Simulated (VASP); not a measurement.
A run of VASP 6.6.1 is set up as follows.

Contents of INCAR:

```
SYSTEM = C
PREC = Accurate
ENCUT = 1300
EDIFF = 1E-6
ISMEAR = 0
SIGMA = 0.02
LREAL = .FALSE.
LASPH = .TRUE.
NELM = 120
ALGO = Normal
ISIF = 2
LWAVE = .FALSE.
LCHARG = .FALSE.
GGA = PS
NBANDS = 16
GGA_COMPAT = .FALSE.
```

The input KPOINTS:

```
Automatic mesh
0
G
  9 9 6
  0 0 0
```

The input POSCAR:

```
C
1.0
    2.4612466108      0.0000000000      0.0000000000
   -1.2306233054      2.1315020900      0.0000000000
    0.0000000000      0.0000000000      4.1627789746
C
4
Direct
    0.3333333333      0.6666666667      0.0000573175
    0.6666666667      0.3333333333      0.5000573175
    0.3333333333      0.6666666667      0.3739426825
    0.6666666667      0.3333333333      0.8739426825
```

Potentials or basis: VASP PAW PBE potentials, release 64 (C_h).

Run with:

```console
$ cat potpaw_PBE.64/C_h/POTCAR > POTCAR
$ mpirun -np 1 vasp_std > vasp.out
```

(1) Estimate the band gap on the k mesh.

(2) Predict the pressure.

Answers

(1) 2.88 eV (least direct gap 4.96 eV).

(2) 14.4 GPa.

Caveat: the cell differs from its parent crystal (strained cell); the stress differs along the axes, from 0 to 22 GPa; the PAW data sets were made with another functional, which shifts forces and pressure a little.
